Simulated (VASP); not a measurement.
# GaN in VASP: further runs, part 3 of 3

VASP 6.6.1. Earlier steps stand in the parts before.

### Step 5. Single point, r2SCAN (strain -0.025 along x and y, -0.050 along z)

POSCAR reads:

```
GaN
1.0
    0.0000000000      2.1971630923      2.1408255771
    2.1971630923      0.0000000000      2.1408255771
    2.1971630923      2.1971630923      0.0000000000
Ga N
1 1
Direct
    0.0000000000      0.0000000000      0.0000000000
    0.7500000000      0.7500000000      0.7500000000
```

INCAR.step1 reads:

```
SYSTEM = GaN
  PREC = Accurate
  ENCUT = 520
  ISMEAR = 0
  SIGMA = 0.05
  LREAL = .FALSE.
  LASPH = .TRUE.
  NELM = 60
  NBANDS = 16
  GGA = PE
  ALGO = Normal
  EDIFF = 1E-4
  LWAVE = .TRUE.
  LCHARG = .FALSE.
```

INCAR.step2 reads:

```
SYSTEM = GaN
  PREC = Accurate
  ENCUT = 520
  EDIFF = 1E-7
  ISMEAR = 0
  SIGMA = 0.05
  LREAL = .FALSE.
  LASPH = .TRUE.
  NELM = 60
  ALGO = Normal
  ISIF = 2
  LWAVE = .FALSE.
  LCHARG = .TRUE.
  METAGGA = R2SCAN
  LMIXTAU = .TRUE.
  LELF = .TRUE.
  LVHAR = .TRUE.
  NBANDS = 16
  ISTART = 1
```

KPOINTS reads:

```
regular mesh
0
G
  10 10 10
  0 0 0
```

Potentials or basis: VASP PAW PBE potentials, release 64 (Ga_d, N).

Command:

```
$ cat potpaw_PBE.64/Ga_d/POTCAR potpaw_PBE.64/N/POTCAR > POTCAR
$ cp INCAR.step1 INCAR
$ mpirun -np 1 vasp_std > vasp.out
$ cp INCAR.step2 INCAR
$ mpirun -np 1 vasp_std > vasp.out
```

OUTCAR:

```text
SYSTEM = GaN
   PREC = Accurate
   ENCUT = 520
   EDIFF = 1E-7
   ISMEAR = 0
   LREAL = .FALSE.
   LASPH = .TRUE.
   NELM = 60
   ISIF = 2
   METAGGA = R2SCAN
   ISTART = 1

 ion  position               nearest neighbor table
   1  0.000  0.000  0.000-   2 1.89   2 1.89   2 1.89   2 1.89
   2  0.750  0.750  0.750-   1 1.89   1 1.89   1 1.89   1 1.89

  LATTYP: Found a body centered tetragonal cell.
 ALAT       =     3.1072578439
 C/A-ratio  =     1.3779516762

  Lattice vectors:

 A1 = (   0.0000000000,  -2.1971630923,  -2.1408255771)
 A2 = (   0.0000000000,   2.1971630923,  -2.1408255771)
 A3 = (   2.1971630923,   0.0000000000,   2.1408255771)

Analysis of symmetry for initial positions (statically):
=====================================================================
 Subroutine PRICEL returns:
 Original cell was already a primitive cell.

 Routine SETGRP: Setting up the symmetry group for a
 body centered tetragonal supercell.

 Subroutine GETGRP returns: Found  8 space group operations
 (whereof  8 operations were pure point group operations)
 out of a pool of 16 trial point group operations.

The static configuration has the point symmetry D_2d.

Analysis of symmetry for dynamics (positions and initial velocities):
=====================================================================
 Subroutine PRICEL returns:
 Original cell was already a primitive cell.

 Routine SETGRP: Setting up the symmetry group for a
 body centered tetragonal supercell.

 Subroutine GETGRP returns: Found  8 space group operations
 (whereof  8 operations were pure point group operations)
 out of a pool of 16 trial point group operations.

The dynamic configuration has the point symmetry D_2d.

 Subroutine INISYM returns: Found  8 space group operations
 (whereof  8 operations are pure point group operations),
 and found     1 'primitive' translations

----------------------------------------------------------------------------------------

                                     Primitive cell

  volume of cell :      20.6698

  direct lattice vectors                    reciprocal lattice vectors
     0.000000000  2.197163092  2.140825577    -0.227566175  0.227566175  0.233554758
     2.197163092  0.000000000  2.140825577     0.227566175 -0.227566175  0.233554758
     2.197163092  2.197163092  0.000000000     0.227566175  0.227566175 -0.233554758

  length of vectors
     3.067679873  3.067679873  3.107257844     0.397643751  0.397643751  0.397643751

  position of ions in fractional coordinates (direct lattice)
     0.000000000  0.000000000  0.000000000
     0.750000000  0.750000000  0.750000000

  ion indices of the primitive-cell ions
   primitive index   ion index
                 1           1
                 2           2

----------------------------------------------------------------------------------------

 KPOINTS: regular mesh

Automatic generation of k-mesh.
 Grid dimensions read from file:
 generate k-points for:   10   10   10

 Generating k-lattice:

  Cartesian coordinates                     Fractional coordinates (reciprocal lattice)
    -0.022756617  0.022756617  0.023355476     0.100000000  0.000000000  0.000000000
     0.022756617 -0.022756617  0.023355476     0.000000000  0.100000000  0.000000000
     0.022756617  0.022756617 -0.023355476     0.000000000  0.000000000  0.100000000

  Length of vectors
     0.039764375  0.039764375  0.039764375

  Shift w.r.t. Gamma in fractional coordinates (k-lattice)
     0.000000000  0.000000000  0.000000000

 Subroutine IBZKPT returns following result:
 ===========================================

 Found    102 irreducible k-points:

 Following reciprocal coordinates:
            Coordinates               Weight
  0.000000  0.000000  0.000000      1.000000
  0.100000 -0.000000  0.000000      8.000000
  0.200000 -0.000000  0.000000      8.000000
  0.300000 -0.000000  0.000000      8.000000
  0.400000  0.000000  0.000000      8.000000
  0.500000  0.000000  0.000000      4.000000
[... 16 lines left out ...]
  0.300000  0.300000  0.000000      2.000000
  0.400000  0.300000  0.000000      8.000000
 [... further k-points ...]
   k-points           NKPTS =    102   k-points in BZ     NKDIM =    102   number of bands    NBANDS=     16
   number of dos      NEDOS =    301   number of ions     NIONS =      2
   total plane-waves  NPLWV =  13824
   dimension x,y,z NGX =    24 NGY =   24 NGZ =   24
   dimension x,y,z NGXF=    48 NGYF=   48 NGZF=   48
   ions per type =               1   1
   NGX,Y,Z   is equivalent  to a cutoff of  13.01, 13.01, 12.84 a.u.
   NGXF,Y,Z  is equivalent  to a cutoff of  26.01, 26.01, 25.68 a.u.
 SYSTEM =  GaN
   PREC   = accura    normal or accurate (medium, high low for compatibility)
   ISTART =      1    job   : 0-new  1-cont  2-samecut
   ICHARG =      0    charge: 1-file 2-atom 10-const
   ISPIN  =      1    spin polarized calculation?
   LNONCOLLINEAR =      F non collinear calculations
   LSORBIT =      F    spin-orbit coupling
   LASPH  =      T    aspherical Exc in radial PAW
   ENCUT  =  520.0 eV  38.22 Ry    6.18 a.u.   5.70  5.70  5.78*2*pi/ulx,y,z
   NELM   =     60;   NELMIN=  2; NELMDL=  0     # of ELM steps
   EDIFF  = 0.1E-06   stopping-criterion for ELM
   LREAL  =      F    real-space projection
   EDIFFG = 0.1E-05   stopping-criterion for IOM
   NSW    =      0    number of steps for IOM
   IBRION =     -1    ionic relax: 0-MD 1-quasi-New 2-CG
   NFREE  =      0    steps in history (QN), initial steepest desc. (CG)
   ISIF   =      2    stress and relaxation
   ISYM   =      2    0-nonsym 1-usesym 2-fastsym
   POTIM  = 0.5000    time-step for ionic-motion
   TEBEG  =    0.0;   TEEND  =   0.0 temperature during run
   PSTRESS=    0.0 pullay stress
   NELECT =      18.0000    total number of electrons
   NUPDOWN=      -1.0000    fix difference up-down
   EMIN   =  10.00;   EMAX   =-10.00  energy-range for DOS
   EFERMI =   0.00;   METHOD = LEGACY
   ISMEAR =     0;   SIGMA  =   0.05  broadening in eV -4-tet -1-fermi 0-gaus
   EFERMI_NEDOS =   21; number of points for ismear=-14 and -15
   IALGO  =     38    algorithm
   IMIX   =      4    mixing-type and parameters
     AMIX     =   0.40;   BMIX     =  1.00
     AMIX_MAG =   1.60;   BMIX_MAG =  1.00
  volume/ion in A,a.u.               =      10.33        69.74
  Fermi-wavevector in a.u.,A,eV,Ry     =   1.563341  2.954286 33.253115  2.444035
  Thomas-Fermi vector in A             =   2.666126
   LORBIT       =      0    0 simple, 1 ext, 2 COOP (PROOUT), +10 PAW based schemes
   METAGGA = R2SCAN    functional components
   LHFCALC =     F    Hartree Fock is set to
   AEXX    =    0.0000 exact exchange contribution
   IVDW    =     0    specifies the selected vdW correction
   LEPSILON=     F    determine dielectric tensor
   LRPA    =     F    only Hartree local field effects (RPA)
 non-spin polarized calculation
 Gauss-broadening in eV      SIGMA  =   0.05
  energy-cutoff  :      520.00
  volume of cell :       20.67
 maximum number of plane-waves:       568
   NGX = 11   NGY = 11   NGZ = 11

 number of electron      17.9999993 magnetization

 Free energy of the ion-electron system (eV)
  ---------------------------------------------------
  ext. energy  EPLUGINS =         0.00000000
  ---------------------------------------------------
  free energy    TOTEN  =       -21.73720747 eV

  energy without entropy =      -21.73720747  energy(sigma->0) =      -21.73720747

 E-fermi :   6.4868     XC(G=0): -13.2487

 val. band max:        6.2711325002   @ k =   0.0000   0.0000   0.0000
 cond. band min:       8.9875782764   @ k =   0.0000   0.0000   0.0000
 fundamental gap:      2.7164457762
 Fermi energy:         6.4868107519

 k-point     1 :       0.0000    0.0000    0.0000
  band No.  band energies     occupation
      1     -11.4769      2.00000
      2      -7.7789      2.00000
      3      -7.7789      2.00000
      4      -7.7476      2.00000
      5      -7.2956      2.00000
      6      -7.2898      2.00000
[... 8 lines left out ...]
     15      26.4290      0.00000
     16      26.4290      0.00000
[... 419 lines left out ...]
 k-point    24 :       0.4000    0.3000    0.0000
  band No.  band energies     occupation
      1     -10.0938      2.00000
      2      -7.6034      2.00000
      3      -7.4589      2.00000
      4      -7.4556      2.00000
      5      -7.2044      2.00000
      6      -6.4911      2.00000
[... 8 lines left out ...]
     15      30.3914      0.00000
     16      31.1710      0.00000

 [... further k-points ...]
[... 5 lines left out ...]
  --------------------------------------------------------------------------------------
  -------------------------------------------------------------------------------------
  Total        3.0413248      3.0413248      3.3840308      0.0000000      0.0000000      0.0000000
  in kB      235.7423005    235.7423005    262.3064768      0.0000000      0.0000000      0.0000000
  external PRESSURE =     244.5970259 kB  Pullay stress =       0.0000000 kB

 VOLUME and BASIS-vectors are now :
 -----------------------------------------------------------------------------
  energy-cutoff  :      520.00
  volume of cell :       20.67
      direct lattice vectors                 reciprocal lattice vectors
     0.000000000  2.197163092  2.140825577    -0.227566175  0.227566175  0.233554758
     2.197163092  0.000000000  2.140825577     0.227566175 -0.227566175  0.233554758
     2.197163092  2.197163092  0.000000000     0.227566175  0.227566175 -0.233554758

 POSITION                                       TOTAL-FORCE (eV/Angst)
 -----------------------------------------------------------------------------------
      0.00000      0.00000      0.00000        -0.000000     -0.000000     -0.000000
      3.29574      3.29574      3.21124         0.000000      0.000000      0.000000
 -----------------------------------------------------------------------------------
    total drift:                               -0.000009     -0.000009     -0.000006

  FREE ENERGIE OF THE ION-ELECTRON SYSTEM (eV)
  ---------------------------------------------------
  free  energy   TOTEN  =       -21.7372074736 eV

  energy  without entropy=      -21.7372074736  energy(sigma->0) =      -21.73720747
```

Wall time 2.8 min (1 thread of Intel Xeon 8259CL, shared host); peak memory 0.17 GiB.

What came out:

```
Free energy            : -21.7372 eV
Pressure               : 24.5 GPa
Band gap on the k mesh : 2.72 eV
```

Caveat: the cell differs from its parent crystal (strain -0.025 along x and y, -0.050 along z); the cell stands under pressure; the PAW data sets were made with another functional, which shifts forces and pressure a little.

### Step 6. Single point, r2SCAN (strain -0.050 along x and y, +0.025 along z)

POSCAR reads:

```
GaN
1.0
    0.0000000000      2.1408255771      2.3098381227
    2.1408255771      0.0000000000      2.3098381227
    2.1408255771      2.1408255771      0.0000000000
Ga N
1 1
Direct
    0.0000000000      0.0000000000      0.0000000000
    0.7500000000      0.7500000000      0.7500000000
```

INCAR.step1 reads:

```
ALGO = Normal
EDIFF = 1E-4
ENCUT = 520
GGA = PE
ISMEAR = 0
LASPH = T
LCHARG = F
LREAL = F
LWAVE = T
NBANDS = 16
NELM = 100
PREC = Accurate
SIGMA = 0.05
```

INCAR.step2 reads:

```
ALGO = Normal
EDIFF = 1E-6
ENCUT = 520
ISIF = 2
ISMEAR = 0
ISTART = 1
LASPH = T
LCHARG = F
LMIXTAU = T
LREAL = F
LWAVE = F
METAGGA = R2SCAN
NBANDS = 16
NELM = 100
PREC = Accurate
SIGMA = 0.05
```

KPOINTS reads:

```
k-points
0
Gamma
  10 10 10
```

Potentials or basis: VASP PAW PBE potentials, release 64 (Ga_d, N).

Command:

```
$ cat potpaw_PBE.64/Ga_d/POTCAR potpaw_PBE.64/N/POTCAR > POTCAR
$ cp INCAR.step1 INCAR
$ mpirun -np 1 vasp_std > vasp.out
$ cp INCAR.step2 INCAR
$ mpirun -np 1 vasp_std > vasp.out
```

Wall time 2.6 min (1 thread of Intel Xeon 8259CL, shared host); peak memory 0.17 GiB.

It converged, with:

| Item | Value |
| --- | --- |
| Free energy | -21.7720 eV |
| Pressure | 17.2 GPa |
| Band gap on the k mesh | 2.48 eV |

Stress tensor (GPa, compression positive):
```
20.96  0.00  0.00
 0.00 20.96  0.00
 0.00  0.00  9.75
```

Levels at points of the mesh, in eV from the valence-band top:
| k point | band 6 | band 7 | band 8 | band 9 | band 10 | band 11 | band 12 | band 13 |
| --- | --- | --- | --- | --- | --- | --- | --- | --- |
| (0.00, 0.00, 0.00) | -13.63 | -0.43 | 0.00 | 0.00 | 2.48 | 11.35 | 11.35 | 11.56 |
| (0.50, 0.00, 0.00) | -12.48 | -7.82 | -1.56 | -0.91 | 5.39 | 9.74 | 10.92 | 11.94 |
| (0.50, 0.50, 0.00) | -12.40 | -7.28 | -2.77 | -2.77 | 4.10 | 8.46 | 12.25 | 15.97 |
| (0.50, 0.00, 0.50) | -11.97 | -6.38 | -3.42 | -3.36 | 3.50 | 7.14 | 13.45 | 14.48 |

Caveat: the cell differs from its parent crystal (strain -0.050 along x and y, +0.025 along z); the stress differs along the axes, from 10 to 21 GPa; the PAW data sets were made with another functional, which shifts forces and pressure a little.

### Step 7. The runs side by side

```csv
cell,gap on the mesh (eV),pressure (GPa)
"a = 3.107 Å, angles 60.0°, 2 atoms",2.62,17.3
"a = 3.346 Å, angles 60.0°, 2 atoms",1.15,-20.8
"a = 3.108, b = 3.108, c = 3.028 Å, angles 60.9, 60.9, 58.3°, 2 atoms",2.70,24.4
"a = 3.068, b = 3.068, c = 3.107 Å, angles 59.6, 59.6, 60.9°, 2 atoms",2.72,24.5
"a = 3.149, b = 3.149, c = 3.028 Å, angles 61.3, 61.3, 57.5°, 2 atoms",2.48,17.2
```

Alike in all rows: task single point; level r2SCAN; potentials or basis VASP PAW PBE potentials, release 64 (Ga_d, N); no spin polarisation; k mesh 10 × 10 × 10; cutoff (eV) 520; smearing gaussian 0.05 eV.

Caveats: the PAW data sets were made with another functional, which shifts forces and pressure a little; the cell stands under pressure (at least some runs); the cell stands under tension (at least some runs); the stress differs along the axes, from 20 to 27 GPa (at least some runs); the stress differs along the axes, from 10 to 21 GPa (at least some runs).

Total energies depend on the potentials used, so only differences within one code and one set of settings carry meaning.
